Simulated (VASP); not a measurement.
Set up this calculation in VASP 6.6.1, as the native input.

| Item | Value |
| --- | --- |
| Task | single point |
| Functional | r2SCAN |
| Potentials or basis | VASP PAW PBE potentials, release 64 (Cd, S) |
| Cutoff | 520 eV |
| k mesh | 8 × 8 × 8 |
| Occupations | gaussian, width 0.05 eV |
| Spin | no spin polarisation |
| Dipole correction | no |
| Further INCAR settings | ALGO = Normal; EDIFF = 1e-06; NBANDS = 16 |

The system is CdS.

```
Cd S
1.0
     0.00000    2.68137    2.68137
     2.68137    0.00000    2.68137
     2.68137    2.68137    0.00000
Cd S
1 1
Direct
  0.00000 0.00000 0.00000
  0.50000 0.50000 0.50000
```

One way to write it, as run:

POSCAR

```
CdS
1.0
    0.0000000000      2.6813668913      2.6813668913
    2.6813668913      0.0000000000      2.6813668913
    2.6813668913      2.6813668913      0.0000000000
Cd S
1 1
Direct
    0.0000000000      0.0000000000      0.0000000000
    0.5000000000      0.5000000000      0.5000000000
```

INCAR.step1

```
ALGO = Normal ; EDIFF = 1E-4
ENCUT = 520 ; GGA = PE
ISMEAR = 0 ; LASPH = T
LCHARG = F ; LREAL = F
LWAVE = T ; NBANDS = 16
NELM = 100 ; PREC = Accurate
SIGMA = 0.05
```

INCAR.step2

```
ALGO = Normal ; EDIFF = 1E-6
ENCUT = 520 ; ISIF = 2
ISMEAR = 0 ; ISTART = 1
LASPH = T ; LCHARG = F
LMIXTAU = T ; LREAL = F
LWAVE = F ; METAGGA = R2SCAN
NBANDS = 16 ; NELM = 100
PREC = Accurate ; SIGMA = 0.05
```

KPOINTS

```
k-points
0
Gamma
  8 8 8
```

Potentials or basis: VASP PAW PBE potentials, release 64 (Cd, S).

Launch:

```console
$ cat potpaw_PBE.64/Cd/POTCAR potpaw_PBE.64/S/POTCAR > POTCAR
$ cp INCAR.step1 INCAR
$ mpirun -np 1 vasp_std > vasp.out
$ cp INCAR.step2 INCAR
$ mpirun -np 1 vasp_std > vasp.out
```

It gave:

```json
{"Pressure": "5.3 GPa", "Band gap on the k mesh": "0.73 eV, indirect (least direct gap 2.73 eV)"}
```

Caveat: the PAW data sets were made with another functional, which shifts forces and pressure a little.

Run time: 49 s on 1 thread of Intel(R) Xeon(R) Platinum 8375C CPU @ 2.90GHz (Ice Lake), on a shared host, peak memory 0.17 GiB.
